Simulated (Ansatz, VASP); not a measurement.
## Two plane-wave programs on AlGa3N4

```
CELL_PARAMETERS angstrom
5.14235 0.00000 0.00010
0.00000 3.16498 0.00000
-0.00359 0.00000 4.65672
ATOMIC_POSITIONS crystal
Al 0.00060 0.50000 0.66736
Ga 0.49912 0.50000 0.33492
Ga 0.49903 0.00000 0.83156
Ga 0.99986 0.00000 0.16618
N 0.11967 0.50000 0.34010
N 0.11765 0.00000 0.82638
N 0.62044 0.00000 0.16622
N 0.63123 0.50000 0.66730
```

Change from the starting cell: strain -0.1500 x Voigt [0, 0, 1, 0, 0, 0], atoms carried along.

Alike in both runs: task single point; functional PBEsol; k mesh 6 × 8 × 6; occupations gaussian, width 0.05 eV; no spin polarisation.

|  | VASP | Ansatz |
| --- | --- | --- |
| version | VASP 6.6.1 | Ansatz 0.2.0 |
| potentials or method | VASP PAW PBE potentials, release 64 (Al, Ga_d, N), cutoff 520 eV | scalar-relativistic, plane waves, PAW |
| valence electrons in the cell | 62 | 62 |

```csv
,VASP,Ansatz,Ansatz less VASP
gap on the k mesh at the Fermi level (eV),2.55,2.54,-0.015
least direct gap on the mesh (eV),2.55,2.54,-0.015
pressure (GPa),51.1,51.4,+0.29
"traceless stress, the component that is largest in VASP (GPa)",59.35,59.49,+0.139
rms of the force components (eV/Å),2.640,2.668,+0.0277
```

VASP's potentials were made for PBE, not for PBEsol. Atom by atom the forces differ by 0.059 eV/Å (rms over components). Both programs put the cell under a high pressure, so it lies far from rest at this level. The functional is the same, so the differences come from potentials, cutoffs and numerics.
